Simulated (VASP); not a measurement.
**Si4O: relaxation of cell and atoms with PBE**

The system is Si4O.

```
Si O
1.0
    -2.07522    2.07522    3.80196
     2.07522   -2.07522    3.80196
     2.07522    2.07522   -3.80196
Si O
4 1
Direct
  0.74815 0.74815 0.00000
  0.50000 0.00000 0.50000
  0.00000 0.50000 0.50000
  0.25185 0.25185 0.00000
  0.00000 0.00000 0.00000
```

The cell was built from a structure type or drawn by symmetry, and may not be a known phase.

| Item | Value |
| --- | --- |
| Program | VASP 6.6.1 |
| Task | relaxation of cell and atoms |
| Functional | PBE |
| Potentials or basis | VASP PAW PBE potentials, release 64 (Si, O) |
| Cutoff | 600 eV |
| k mesh | 6 × 6 × 6 |
| Occupations | gaussian, width 0.1 eV |
| Spin | no spin polarisation |
| Dipole correction | no |
| Further INCAR settings | ALGO = Normal; EDIFF = 1e-06; IBRION = 2; EDIFFG = -0.04; NSW = 90; ISIF = 3 |

| Item | Value |
| --- | --- |
| Relaxed volume | 14.90 Å³/atom |
| Relaxed cell | a = 5.453 Å, b = 5.453 Å, c = 5.453 Å, α = 137.01°, β = 137.01°, γ = 62.43° |
| Space group after relaxing (to 0.1 Å) | I4/mmm (No. 139) |
| Energy gained by relaxing | 448.6 meV/atom |
| Ionic steps | 20 |
| Pressure after relaxing | -0.1 GPa |
| Largest force after relaxing | 0.014 eV/Å |
| Band gap on the k mesh | zero (bands 11 and 12 overlap by 1.60 eV) |

Forces on the atoms (eV/Å):
```
Si   0.000  0.000 -0.014
Si   0.000  0.000  0.000
Si   0.000  0.000  0.000
Si   0.000  0.000  0.014
O    0.000  0.000  0.000
```

Step by step:
| step | energy change (eV) | largest force (eV/Å) | pressure (GPa) | volume (Å³) |
| --- | --- | --- | --- | --- |
| 1 | 0.0000 | 3.0192 | 10.29 | 65.49 |
| 2 | -0.8492 | 1.6159 | -5.25 | 73.75 |
| 3 | -0.8915 | 1.3980 | -7.79 | 76.02 |
| 4 | -1.5327 | 1.2201 | -4.66 | 71.31 |
| 5 | -0.4439 | 2.9239 | 42.59 | 57.74 |
| 6 | -1.8634 | 1.0559 | -1.07 | 68.25 |
| 7 | -1.8893 | 0.1978 | 13.42 | 63.02 |
| 8 | -1.9954 | 0.6475 | 4.38 | 65.78 |
| 9 | -1.9990 | 0.4905 | 6.12 | 65.15 |
| 10 | -2.1540 | 0.0775 | 5.69 | 68.23 |
| 11 | -2.1705 | 0.2559 | 5.98 | 69.35 |
| 12 | -2.1522 | 0.4575 | -5.49 | 77.71 |
| 13 | -2.2363 | 0.1036 | -0.08 | 73.10 |
| 14 | -2.2363 | 0.0970 | 0.03 | 73.03 |
| 15 | -2.2381 | 0.0902 | 0.03 | 73.24 |
| 16 | -2.2412 | 0.0749 | 0.06 | 73.75 |
| 17 | -2.2412 | 0.0161 | 0.12 | 74.79 |
| 18 | -2.2425 | 0.0514 | 0.11 | 74.22 |
| 19 | -2.2427 | 0.0180 | -0.26 | 74.74 |
| 20 | -2.2431 | 0.0142 | -0.10 | 74.51 |

Final structure:
```
CELL_PARAMETERS angstrom
-1.99846 1.99846 4.66394
1.99846 -1.99846 4.66394
1.99846 1.99846 -4.66394
ATOMIC_POSITIONS crystal
Si 0.66009 0.66009 0.00000
Si 0.50000 0.00000 0.50000
Si 0.00000 0.50000 0.50000
Si 0.33991 0.33991 0.00000
O 0.00000 0.00000 0.00000
```

Levels at points of the mesh, in eV from the Fermi level:
```tsv
k point	band 9	band 10	band 11	band 12	band 13	band 14
(0.00, 0.00, 0.00)	-1.35	-1.35	-0.68	-0.68	0.38	2.21
(0.50, 0.00, 0.00)	-2.34	-0.30	0.24	0.56	0.91	2.73
(0.50, 0.50, 0.00)	-2.40	-2.14	-2.08	1.87	1.90	2.19
(0.50, 0.50, 0.50)	-1.87	-0.39	0.92	1.68	1.68	1.85
```

Run time: 5.1 min on 1 thread of Intel(R) Xeon(R) 6975P-C (Granite Rapids), with other jobs on the host, peak memory 0.25 GiB.
